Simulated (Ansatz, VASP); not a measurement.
**CaF2: VASP beside Ansatz**

The input INCAR:

```
SYSTEM = CaF2
  ALGO = Normal
  EDIFF = 1E-6
  ENCUT = 600
  GGA = PS
  GGA_COMPAT = .FALSE.
  ISIF = 2
  ISMEAR = -1
  LASPH = .TRUE.
  LCHARG = .FALSE.
  LREAL = .FALSE.
  LWAVE = .FALSE.
  NBANDS = 19
  NELM = 120
  PREC = Accurate
  SIGMA = 0.02
```

The input KPOINTS:

```
k-points
0
G
  6 6 6
  0 0 0
```

The input POSCAR:

```
CaF2
1.0
    0.0000000000      2.8019665862      2.8019665862
    2.8019665862      0.0000000000      2.8019665862
    2.8019665862      2.8019665862      0.0000000000
Ca F
1 2
Direct
    0.0000000000      0.0000000000      0.0000000000
    0.2500000000      0.2500000000      0.2500000000
    0.7500000000      0.7500000000      0.7500000000
```

Input for Ansatz:

```yaml
crystal:
  lattice:
    - [0.0, 2.8019665862244354, 2.8019665862244354]
    - [2.8019665862244354, 0.0, 2.8019665862244354]
    - [2.8019665862244354, 2.8019665862244354, 0.0]
  atoms:
    - { symbol: Ca, position: [0.0, 0.0, 0.0] }
    - { symbol: F, position: [0.25, 0.25, 0.25] }
    - { symbol: F, position: [0.75, 0.75, 0.75] }
basis:
  ecutwfc: 510.0
kpoints:
  mp_grid:
    grid: [6, 6, 6]
hamiltonian:
  xc: pbesol
scf:
  occupations:
    method: fermi_dirac
    width: 0.02
output:
  stress: true
```

Alike in both runs: task single point; functional PBEsol; k mesh 6 × 6 × 6; occupations fermi-dirac, width 0.02 eV; no spin polarisation.

|  | VASP | Ansatz |
| --- | --- | --- |
| version | VASP 6.6.1 | Ansatz 0.2.0 |
| potentials or method | VASP PAW PBE potentials, release 64 (Ca_sv, F), cutoff 600 eV | plane waves, PAW |
| valence electrons in the cell | 24 | 24 |

|  | VASP | Ansatz | Ansatz less VASP |
| --- | --- | --- | --- |
| pressure (GPa) | -6.8 | -6.9 | -0.07 |

VASP's potentials were made for PBE, not for PBEsol.
